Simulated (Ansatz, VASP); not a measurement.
## One calculation of BP, two programs

The input INCAR:

```
SYSTEM = BP
ALGO     = Normal         ! electronic algorithm
EDIFF    = 1E-7           ! SCF threshold, eV
ENCUT    = 520            ! plane-wave cutoff, eV
GGA      = PE             ! functional
ISIF     = 2              ! what is computed and relaxed
ISMEAR   = 0              ! smearing method
LASPH    = .TRUE.         ! aspherical terms in the spheres
LCHARG   = .TRUE.         ! write CHGCAR
LELF     = .TRUE.         ! ELF
LREAL    = .FALSE.        ! projectors in reciprocal space
LVHAR    = .TRUE.       
LWAVE    = .FALSE.        ! write WAVECAR
NBANDS   = 11             ! bands
NELM     = 60             ! most SCF steps
PREC     = Accurate       ! precision mode
SIGMA    = 0.05           ! smearing width, eV
```

KPOINTS

```
k-points
0
G
  10 10 10
  0 0 0
```

POSCAR

```
BP
1.0
    0.0000000000      2.2690000000      2.1782400000
    2.2690000000      0.0000000000      2.1782400000
    2.2690000000      2.2690000000      0.0000000000
B P
1 1
Direct
    0.0000000000      0.0000000000      0.0000000000
    0.7500000000      0.7500000000      0.7500000000
```

Input for Ansatz:

```yaml
crystal:
  lattice:
    - [0.0, 2.269, 2.17824]
    - [2.269, 0.0, 2.17824]
    - [2.269, 2.269, 0.0]
  atoms:
    - { symbol: B, position: [0.0, 0.0, 0.0] }
    - { symbol: P, position: [0.75, 0.75, 0.75] }
basis:
  ecutwfc: 420
kpoints:
  mp_grid: { grid: [10, 10, 10] }
hamiltonian:
  xc: pbe
scf:
  occupations: { method: gaussian, width: 0.05 }
output:
  forces: true
  stress: true
  eigenvalues: true
  write_density: true
  write_potential: true
  elf: true
  volumetric_format: npy
```

Change from the starting cell: strain +0.000 along x and y, -0.040 along z, atoms carried along.

Alike in both runs: task single point; functional PBE; k mesh 10 × 10 × 10; occupations gaussian, width 0.05 eV; no spin polarisation.

|  | VASP | Ansatz |
| --- | --- | --- |
| version | VASP 6.6.1 | Ansatz 0.2.0 |
| potentials or method | VASP PAW PBE potentials, release 64 (B, P), cutoff 520 eV | scalar-relativistic, plane waves, PAW |
| valence electrons in the cell | 8 | 8 |

```csv
,VASP,Ansatz,Ansatz less VASP
gap on the k mesh at the Fermi level (eV),0.57,0.57,+0.005
least direct gap on the mesh (eV),3.06,3.06,+0.005
pressure (GPa),8.1,8.4,+0.27
"traceless stress, the component that is largest in VASP (GPa)",7.10,7.09,-0.013
```
